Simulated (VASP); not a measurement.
# TiAl (P-6m2) in VASP: a series of runs

TiAl is run at these levels: PBEsol; tasks: single point.

All numbers are computed with VASP 6.6.1; they aren't measurements. Logs are shortened: lines on timing, memory, paths and dates and some standing lists are left out, and cuts for length are marked.

### Step 1. The cell of the first run

Symmetry: P-6m2, No. 187, hexagonal system. The conventional cell has a = 2.990 Å, b = 2.990 Å, c = 4.619 Å, α = 90.00°, β = 90.00°, γ = 120.00°. Ti (site symmetry -6m2) has 6 Al at 2.88 Å and 6 Ti at 2.99 Å within 3.8 Å. Within 3.8 Å of Al (site symmetry -6m2) lie 6 Ti at 2.88 Å and 6 Al at 2.99 Å.

### Step 2. Single point, PBEsol

INCAR

```
  PREC = Accurate
  ENCUT = 520
  EDIFF = 1E-6
  ISMEAR = 0
  SIGMA = 0.15
  LREAL = F
  LASPH = T
  NELM = 80
  ALGO = Fast
  ISIF = 2
  LWAVE = F
  LCHARG = F
  GGA = PS
  NBANDS = 14
```

KPOINTS

```
regular mesh
0
Gamma
  18 18 10
```

POSCAR

```
TiAl
1.0
    2.9899000000      0.0000000000      0.0000000000
   -1.4949500000      2.5893293548      0.0000000000
    0.0000000000      0.0000000000      4.6191923846
Ti Al
1 1
Direct
    0.0000000000      0.0000000000      0.0000000000
    0.3333333333      0.6666666667      0.5000000000
```

Potentials or basis: VASP PAW PBE potentials, release 64 (Ti_sv, Al).

The run is started by

```bash
$ cat potpaw_PBE.64/Ti_sv/POTCAR potpaw_PBE.64/Al/POTCAR > POTCAR
$ mpirun -np 1 vasp_std > vasp.out
```

OUTCAR:

```text
PREC = Accurate
   ENCUT = 520
   EDIFF = 1E-6
   ISMEAR = 0
   LREAL = F
   LASPH = T
   NELM = 80
   ISIF = 2
   GGA = PS

 ion  position               nearest neighbor table
   1  0.000  0.000  0.000-   2 2.88   2 2.88   2 2.88   2 2.88   2 2.88   2 2.88
   2  0.333  0.667  0.500-   1 2.88   1 2.88   1 2.88   1 2.88   1 2.88   1 2.88

  LATTYP: Found a hexagonal cell.
 ALAT       =     2.9899000000
 C/A-ratio  =     1.5449320662

  Lattice vectors:

 A1 = (   2.9899000000,   0.0000000000,   0.0000000000)
 A2 = (  -1.4949500000,   2.5893293548,   0.0000000000)
 A3 = (   0.0000000000,   0.0000000000,   4.6191923846)

Analysis of symmetry for initial positions (statically):
=====================================================================
 Subroutine PRICEL returns:
 Original cell was already a primitive cell.

 Routine SETGRP: Setting up the symmetry group for a
 hexagonal supercell.

 Subroutine GETGRP returns: Found 12 space group operations
 (whereof 12 operations were pure point group operations)
 out of a pool of 24 trial point group operations.

The static configuration has the point symmetry D_3h.

Analysis of symmetry for dynamics (positions and initial velocities):
=====================================================================
 Subroutine PRICEL returns:
 Original cell was already a primitive cell.

 Routine SETGRP: Setting up the symmetry group for a
 hexagonal supercell.

 Subroutine GETGRP returns: Found 12 space group operations
 (whereof 12 operations were pure point group operations)
 out of a pool of 24 trial point group operations.

The dynamic configuration has the point symmetry D_3h.

 Subroutine INISYM returns: Found 12 space group operations
 (whereof 12 operations are pure point group operations),
 and found     1 'primitive' translations

----------------------------------------------------------------------------------------

                                     Primitive cell

  volume of cell :      35.7610

  direct lattice vectors                    reciprocal lattice vectors
     2.989900000  0.000000000  0.000000000     0.334459346  0.193100194  0.000000000
    -1.494950000  2.589329355  0.000000000     0.000000000  0.386200387  0.000000000
     0.000000000  0.000000000  4.619192385     0.000000000  0.000000000  0.216488060

  length of vectors
     2.989900000  2.989900000  4.619192385     0.386200387  0.386200387  0.216488060

  position of ions in fractional coordinates (direct lattice)
     0.000000000  0.000000000  0.000000000
     0.333333333  0.666666667  0.500000000

  ion indices of the primitive-cell ions
   primitive index   ion index
                 1           1
                 2           2

----------------------------------------------------------------------------------------

 KPOINTS: regular mesh

Automatic generation of k-mesh.
 Grid dimensions read from file:
 generate k-points for:   18   18   10

 Generating k-lattice:

  Cartesian coordinates                     Fractional coordinates (reciprocal lattice)
     0.018581075  0.010727789  0.000000000     0.055555556  0.000000000  0.000000000
     0.000000000  0.021455577  0.000000000     0.000000000  0.055555556  0.000000000
     0.000000000  0.000000000  0.021648806     0.000000000  0.000000000  0.100000000

  Length of vectors
     0.021455577  0.021455577  0.021648806

  Shift w.r.t. Gamma in fractional coordinates (k-lattice)
     0.000000000  0.000000000  0.000000000

 Subroutine IBZKPT returns following result:
 ===========================================

 Found    222 irreducible k-points:

 Following reciprocal coordinates:
            Coordinates               Weight
  0.000000  0.000000  0.000000      1.000000
  0.055556  0.000000  0.000000      6.000000
  0.111111  0.000000  0.000000      6.000000
  0.166667  0.000000  0.000000      6.000000
  0.222222  0.000000  0.000000      6.000000
  0.277778  0.000000  0.000000      6.000000
[... 16 lines left out ...]
  0.333333  0.111111  0.000000     12.000000
  0.388889  0.111111  0.000000     12.000000
 [... further k-points ...]
   k-points           NKPTS =    222   k-points in BZ     NKDIM =    222   number of bands    NBANDS=     14
   number of dos      NEDOS =    301   number of ions     NIONS =      2
   total plane-waves  NPLWV =  20736
   dimension x,y,z NGX =    24 NGY =   24 NGZ =   36
   dimension x,y,z NGXF=    48 NGYF=   48 NGZF=   72
   ions per type =               1   1
   NGX,Y,Z   is equivalent  to a cutoff of  13.34, 13.34, 12.96 a.u.
   NGXF,Y,Z  is equivalent  to a cutoff of  26.69, 26.69, 25.91 a.u.
 SYSTEM =  unknown system
   PREC   = accura    normal or accurate (medium, high low for compatibility)
   ISTART =      0    job   : 0-new  1-cont  2-samecut
   ICHARG =      2    charge: 1-file 2-atom 10-const
   ISPIN  =      1    spin polarized calculation?
   LNONCOLLINEAR =      F non collinear calculations
   LSORBIT =      F    spin-orbit coupling
   LASPH  =      T    aspherical Exc in radial PAW
   ENCUT  =  520.0 eV  38.22 Ry    6.18 a.u.   5.56  5.56  8.59*2*pi/ulx,y,z
   NELM   =     80;   NELMIN=  2; NELMDL= -5     # of ELM steps
   EDIFF  = 0.1E-05   stopping-criterion for ELM
   LREAL  =      F    real-space projection
   EDIFFG = 0.1E-04   stopping-criterion for IOM
   NSW    =      0    number of steps for IOM
   IBRION =     -1    ionic relax: 0-MD 1-quasi-New 2-CG
   NFREE  =      0    steps in history (QN), initial steepest desc. (CG)
   ISIF   =      2    stress and relaxation
   ISYM   =      2    0-nonsym 1-usesym 2-fastsym
   POTIM  = 0.5000    time-step for ionic-motion
   TEBEG  =    0.0;   TEEND  =   0.0 temperature during run
   PSTRESS=    0.0 pullay stress
   NELECT =      15.0000    total number of electrons
   NUPDOWN=      -1.0000    fix difference up-down
   EMIN   =  10.00;   EMAX   =-10.00  energy-range for DOS
   EFERMI =   0.00;   METHOD = LEGACY
   ISMEAR =     0;   SIGMA  =   0.15  broadening in eV -4-tet -1-fermi 0-gaus
   EFERMI_NEDOS =   21; number of points for ismear=-14 and -15
   IALGO  =     68    algorithm
   IMIX   =      4    mixing-type and parameters
     AMIX     =   0.40;   BMIX     =  1.00
     AMIX_MAG =   1.60;   BMIX_MAG =  1.00
  volume/ion in A,a.u.               =      17.88       120.66
  Fermi-wavevector in a.u.,A,eV,Ry     =   1.225468  2.315798 20.432840  1.501771
  Thomas-Fermi vector in A             =   2.360505
   LORBIT       =      0    0 simple, 1 ext, 2 COOP (PROOUT), +10 PAW based schemes
   GGA     = PS    functional components
   LHFCALC =     F    Hartree Fock is set to
   AEXX    =    0.0000 exact exchange contribution
   IVDW    =     0    specifies the selected vdW correction
   LEPSILON=     F    determine dielectric tensor
   LRPA    =     F    only Hartree local field effects (RPA)
 non-spin polarized calculation
 RMM-DIIS sequential band-by-band and
 Gauss-broadening in eV      SIGMA  =   0.15
  energy-cutoff  :      520.00
  volume of cell :       35.76
 maximum number of plane-waves:      1007
 NGX is ok and might be reduce to    24
   NGX = 11   NGY = 11   NGZ = 17

 number of electron      15.0000008 magnetization

 Free energy of the ion-electron system (eV)
  ---------------------------------------------------
  ext. energy  EPLUGINS =         0.00000000
  ---------------------------------------------------
  free energy    TOTEN  =       -12.83890516 eV

  energy without entropy =      -12.80640521  energy(sigma->0) =      -12.82265519

 E-fermi :   7.0389     XC(G=0): -10.7342

 val. band max:        7.0387742394   @ k =   0.2778   0.0000   0.4000
 cond. band min:       7.0395705463   @ k =   0.3333   0.2778   0.3000
 fundamental gap:      0.0007963069
 Fermi energy:         7.0388765107

 k-point     1 :       0.0000    0.0000    0.0000
  band No.  band energies     occupation
      1     -49.4402      2.00000
      2     -25.8497      2.00000
      3     -25.5343      2.00000
      4     -25.5343      2.00000
      5      -1.4407      2.00000
      6       5.0383      2.00000
      7       5.6783      2.00000
      8       8.1793      0.00000
      9       8.1793      0.00000
     10       9.4092      0.00000
     11       9.4092      0.00000
     12      11.1722      0.00000
     13      18.6944      0.00000
     14      18.6944      0.00000

 k-point     2 :       0.0556    0.0000    0.0000
  band No.  band energies     occupation
      1     -49.4385      2.00000
      2     -25.8479      2.00000
      3     -25.5463      2.00000
      4     -25.5371      2.00000
      5      -1.3700      2.00000
      6       5.1101      2.00000
      7       5.6785      2.00000
      8       8.1139      0.00000
      9       8.2328      0.00000
     10       9.3908      0.00000
     11       9.4429      0.00000
     12      11.1832      0.00000
     13      17.5722      0.00000
     14      18.0209      0.00000

 k-point     3 :       0.1111    0.0000    0.0000
  band No.  band energies     occupation
      1     -49.4334      2.00000
      2     -25.8426      2.00000
      3     -25.5809      2.00000
      4     -25.5451      2.00000
      5      -1.1590      2.00000
      6       5.3165      2.00000
      7       5.6792      2.00000
      8       7.9323      0.00000
      9       8.3902      0.00000
     10       9.3382      0.00000
     11       9.5435      0.00000
     12      11.2130      0.00000
     13      15.9174      0.00000
     14      17.1615      0.00000

 k-point     4 :       0.1667    0.0000    0.0000
  band No.  band energies     occupation
      1     -49.4257      2.00000
      2     -25.8345      2.00000
      3     -25.6335      2.00000
      4     -25.5572      2.00000
      5      -0.8107      2.00000
      6       5.6266      2.00000
      7       5.6810      2.00000
      8       7.6734      0.00000
      9       8.6417      0.00000
     10       9.2589      0.00000
     11       9.7098      0.00000
     12      11.2489      0.00000
     13      14.2982      0.00000
     14      16.3844      0.00000

 k-point     5 :       0.2222    0.0000    0.0000
  band No.  band energies     occupation
      1     -49.4163      2.00000
      2     -25.8245      2.00000
      3     -25.6975      2.00000
      4     -25.5721      2.00000
      5      -0.3303      2.00000
      6       5.6845      2.00000
      7       5.9691      2.00000
      8       7.3881      0.00099
      9       8.9707      0.00000
     10       9.1633      0.00000
     11       9.9384      0.00000
[... 276 lines left out ...]
 k-point    22 :       0.2778    0.1111    0.0000
  band No.  band energies     occupation
      1     -49.3942      2.00000
      2     -25.8263      2.00000
      3     -25.8012      2.00000
      4     -25.6257      2.00000
      5       1.1962      2.00000
      6       5.7614      2.00000
      7       6.2747      2.00000
      8       6.8129      1.96688
      9       8.6686      0.00000
     10       9.5246      0.00000
     11      10.8513      0.00000
     12      10.8900      0.00000
     13      11.9643      0.00000
     14      12.9748      0.00000

 k-point    23 :       0.3333    0.1111    0.0000
  band No.  band energies     occupation
      1     -49.3869      2.00000
      2     -25.8703      2.00000
      3     -25.7935      2.00000
      4     -25.6411      2.00000
      5       2.0183      2.00000
      6       5.7971      2.00000
      7       5.8022      2.00000
      8       6.5644      1.99999
      9       8.5241      0.00000
     10       9.6550      0.00000
     11      10.7578      0.00000
     12      11.2979      0.00000
     13      12.1461      0.00000
     14      12.7990      0.00000

 k-point    24 :       0.3889    0.1111    0.0000
  band No.  band energies     occupation
      1     -49.3821      2.00000
      2     -25.8989      2.00000
      3     -25.7885      2.00000
      4     -25.6511      2.00000
      5       2.9137      2.00000
      6       4.9938      2.00000
      7       5.8251      2.00000
      8       6.3869      2.00000
      9       8.4256      0.00000
     10       9.8671      0.00000
     11      10.7520      0.00000
     12      11.6399      0.00000
     13      12.1600      0.00000
     14      13.0015      0.00000

 [... further k-points ...]

------------------------ aborting loop because EDIFF is reached ----------------------------------------

  FORCE on cell =-STRESS in cart. coord.  units (eV):
  Direction    XX          YY          ZZ          XY          YZ          ZX
  --------------------------------------------------------------------------------------
  -------------------------------------------------------------------------------------
  Total       -2.2111219     -2.2111219     -1.3988188      0.0000000      0.0000000      0.0000000
  in kB      -99.0634088    -99.0634088    -62.6703385      0.0000000      0.0000000      0.0000000
  external PRESSURE =     -86.9323853 kB  Pullay stress =       0.0000000 kB

 VOLUME and BASIS-vectors are now :
 -----------------------------------------------------------------------------
  energy-cutoff  :      520.00
  volume of cell :       35.76
      direct lattice vectors                 reciprocal lattice vectors
     2.989900000  0.000000000  0.000000000     0.334459346  0.193100194  0.000000000
    -1.494950000  2.589329355  0.000000000     0.000000000  0.386200387  0.000000000
     0.000000000  0.000000000  4.619192385     0.000000000  0.000000000  0.216488060

 POSITION                                       TOTAL-FORCE (eV/Angst)
 -----------------------------------------------------------------------------------
      0.00000      0.00000      0.00000         0.000000      0.000000      0.000000
     -0.00000      1.72622      2.30960        -0.000000     -0.000000      0.000000
 -----------------------------------------------------------------------------------
    total drift:                                0.000000     -0.000000      0.000000

  FREE ENERGIE OF THE ION-ELECTRON SYSTEM (eV)
  ---------------------------------------------------
  free  energy   TOTEN  =       -12.8389051617 eV

  energy  without entropy=      -12.8064052129  energy(sigma->0) =      -12.82265519
```

It took 2.8 min on 1 thread of Intel Xeon Platinum 8259CL at 2.50GHz (Skylake/Cascade Lake), shared host; peak memory 0.24 GiB.

What came out:

| Property | Result |
| --- | --- |
| Free energy | -12.8389 eV |
| Pressure | -8.7 GPa |
| Band gap on the k mesh | zero (an odd number of electrons rules out a gap without spin polarisation) |

Caveat: the cell stands under tension; the PAW data sets were made with another functional, which shifts forces and pressure a little.

(Continued in part 2 of 3.)
